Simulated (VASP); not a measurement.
Wanted: the native input for a VASP 6.6.1 run.

* Task: single point
* Functional: PBEsol
* Potentials or basis: VASP PAW PBE potentials, release 64 (Al, Ni)
* Cutoff: 520 eV
* k mesh: 16 × 16 × 14
* Occupations: gaussian, width 0.1 eV
* Spin: no spin polarisation
* Dipole correction: no
* Further INCAR settings: ALGO = Fast; EDIFF = 1e-06; NBANDS = 14

The structure of AlNi lies in POSCAR:

```
AlNi
1.0
    2.0213372431     -2.0213589201      0.0000000000
    2.0213372431      2.0213589201      0.0000000000
    0.0000000000      0.0000000000      2.8693957263
Al Ni
1 1
Direct
    0.0000000000      0.0000000000      0.0000000000
    0.5000000000      0.5000000000      0.5000000000
```

The input as run:

INCAR

```
  PREC = Accurate
  ENCUT = 520
  EDIFF = 1E-6
  ISMEAR = 0
  SIGMA = 0.1
  LREAL = F
  LASPH = T
  NELM = 100
  ALGO = Fast
  ISIF = 2
  LWAVE = F
  LCHARG = F
  GGA = PS
  NBANDS = 14
```

KPOINTS

```
regular mesh
0
Gamma
  16 16 14
```

Potentials or basis: VASP PAW PBE potentials, release 64 (Al, Ni).

The run is started by

```console
$ cat potpaw_PBE.64/Al/POTCAR potpaw_PBE.64/Ni/POTCAR > POTCAR
$ mpirun -np 1 vasp_std > vasp.out
```

It gave:

- Pressure: -0.1 GPa
- Band gap on the k mesh: zero (an odd number of electrons rules out a gap without spin polarisation)

Caveat: the PAW data sets were made with another functional, which shifts forces and pressure a little.

Run time: 72 s on 1 thread of Intel(R) Xeon(R) 6975P-C (Granite Rapids) (shared host), peak memory 0.3 GiB.
